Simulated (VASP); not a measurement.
A run of VASP 6.6.1 is set up as follows.

The input INCAR:

```
PREC = Accurate ; ENCUT = 520
EDIFF = 1E-6 ; ISMEAR = 0
SIGMA = 0.02 ; LREAL = F
LASPH = T ; NELM = 60
ALGO = Normal ; ISIF = 2
LWAVE = F ; LCHARG = F
GGA = PE ; NBANDS = 28
```

The input KPOINTS:

```
Automatic mesh
0
Gamma
  8 8 8
```

The input POSCAR:

```
SrTiO3
1.0
    3.9364226082      0.0000000000      0.0000000000
    0.0000000000      3.9364226082      0.0000000000
    0.0000000000      0.0000000000      3.9364226082
Sr Ti O
1 1 3
Direct
    0.0000000000      0.0000000000      0.0000000000
    0.5000000000      0.5000000000      0.5000000000
    0.5000000000      0.0000000000      0.5000000000
    0.5000000000      0.5000000000      0.0000000000
    0.0000000000      0.5000000000      0.5000000000
```

Potentials or basis: VASP PAW PBE potentials, release 64 (Sr_sv, Ti_sv, O).

Launch:

```sh
$ cat potpaw_PBE.64/Sr_sv/POTCAR potpaw_PBE.64/Ti_sv/POTCAR potpaw_PBE.64/O/POTCAR > POTCAR
$ mpirun -np 1 vasp_std > vasp.out
```

Q: What does it give for the band gap on the k mesh?

A: 1.81 eV, indirect (least direct gap 2.18 eV).

Q: Estimate the pressure.

A: 0.7 GPa.

A k mesh can miss the band edges. A hybrid or GW would open this gap; PBE tends to underestimate it.
